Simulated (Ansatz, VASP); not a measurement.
## Li2Se: VASP beside Ansatz

Contents of INCAR:

```
SYSTEM = Li2Se
PREC = Accurate
ENCUT = 750
EDIFF = 1E-6
ISMEAR = 0
SIGMA = 0.05
LREAL = .FALSE.
LASPH = .TRUE.
NELM = 120
ALGO = Normal
ISIF = 2
LWAVE = .FALSE.
LCHARG = .FALSE.
GGA = PE
NBANDS = 13
GGA_COMPAT = .FALSE.
```

Contents of KPOINTS:

```
regular mesh
0
G
  8 8 8
  0 0 0
```

POSCAR

```
Li2Se
1.0
    0.0000000000      3.0025000000      3.0025000000
    3.0025000000      0.0000000000      3.0025000000
    3.0025000000      3.0025000000      0.0000000000
Li Se
2 1
Direct
    0.2500000000      0.2500000000      0.2500000000
    0.7500000000      0.7500000000      0.7500000000
    0.0000000000      0.0000000000      0.0000000000
```

Input for Ansatz:

```yaml
crystal:
  lattice:
    - [0.0, 3.0025, 3.0025]
    - [3.0025, 0.0, 3.0025]
    - [3.0025, 3.0025, 0.0]
  atoms:
    - { symbol: Li, position: [0.25, 0.25, 0.25] }
    - { symbol: Li, position: [0.75, 0.75, 0.75] }
    - { symbol: Se, position: [0.0, 0.0, 0.0] }
basis:
  ecutwfc: 420
kpoints:
  mp_grid: { grid: [8, 8, 8] }
hamiltonian:
  xc: pbe
scf:
  occupations: { method: gaussian, width: 0.05 }
output:
  forces: true
  stress: true
  eigenvalues: true
```

Alike in both runs: task single point; functional PBE; k mesh 8 × 8 × 8; occupations gaussian, width 0.05 eV; no spin polarisation.

```csv
,VASP,Ansatz
version,VASP 6.6.1,Ansatz 0.2.0
potentials or method,"VASP PAW PBE potentials, release 64 (Li_sv, Se), cutoff 750 eV","scalar-relativistic, plane waves, PAW"
valence electrons in the cell,12,22
```

```csv
,VASP,Ansatz,Ansatz less VASP
gap on the k mesh at the Fermi level (eV),2.97,2.98,+0.006
least direct gap on the mesh (eV),3.38,3.38,-0.003
pressure (GPa),0.0,0.0,+0.06
```

VASP's potentials hold 12 valence electrons a cell and Ansatz's 22, so a difference there can come from the potentials and not from the codes.
